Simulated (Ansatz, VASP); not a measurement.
BN: VASP beside Ansatz

File INCAR:

```
ALGO = Normal
EDIFF = 1E-6
EDIFFG = -0.005
ENCUT = 600
IBRION = 2
ISIF = 3
ISMEAR = 0
LASPH = T
LCHARG = F
LREAL = F
LWAVE = F
NELM = 100
NSW = 80
PREC = Accurate
SIGMA = 0.01
```

The input KPOINTS:

```
k-points
0
Gamma
  13 13 4
```

Contents of POSCAR:

```
BN
1.0
    2.5124282000      0.0000000000      0.0000000000
   -1.2562141000      2.1758267000      0.0000000000
    0.0000000000      0.0000000000      7.7072650000
B N
2 2
Direct
    0.3333333300      0.6666666700      0.2500000000
    0.6666666700      0.3333333300      0.7500000000
    0.3333333300      0.6666666700      0.7500000000
    0.6666666700      0.3333333300      0.2500000000
```

Input for Ansatz:

```yaml
crystal:
  lattice:
    - [2.5124282, 0.0, 0.0]
    - [-1.2562141, 2.1758267, 0.0]
    - [0.0, 0.0, 7.707265]
  atoms:
    - { symbol: B, position: [0.33333333, 0.66666667, 0.25] }
    - { symbol: B, position: [0.66666667, 0.33333333, 0.75] }
    - { symbol: "N", position: [0.33333333, 0.66666667, 0.75] }
    - { symbol: "N", position: [0.66666667, 0.33333333, 0.25] }
basis:
  ecutwfc: 420
  xc_grid: 2
hamiltonian:
  xc: lda
  pseudopotentials: { kind: paw, azcp: { folder: soft_1 } }
kpoints:
  mp_grid: { grid: [13, 13, 4] }
scf:
  occupations: { method: fixed }
  max_iter: 100
relax:
  f_tol: 0.005
  max_steps: 60
  cell: {}
output:
  forces: true
  stress: true
checkpoint:
  write: "../cell.run"
  compress: false
  write_wavefunctions: false
  write_every: 100000
```

Alike in both runs: task relaxation of cell and atoms; functional LDA; k mesh 13 × 13 × 4; no spin polarisation.

```csv
,VASP,Ansatz
version,VASP 6.6.1,Ansatz 0.2.0
potentials or method,"VASP PAW LDA potentials, release 64 (B, N), cutoff 600 eV",plane-wave PAW DFT
occupations,"gaussian, width 0.01 eV",fixed
valence electrons in the cell,16,16
```

VASP gave:

* relaxed volume (Å³/atom): 8.65
* relaxed cell length with the largest relative difference (Å): 6.446

What did Ansatz give for the same quantities?

Relaxed volume (Å³/atom): 8.71; relaxed cell length with the largest relative difference (Å): 6.495.

Ansatz warns that its potentials were made for another functional, while VASP's fit it. LDA's correlation is that of Perdew and Zunger in VASP and of Perdew and Wang (1992) in Ansatz.

Noted on VASP's run: the volume moved by over 15 % at a fixed basis, so the end points are rough.
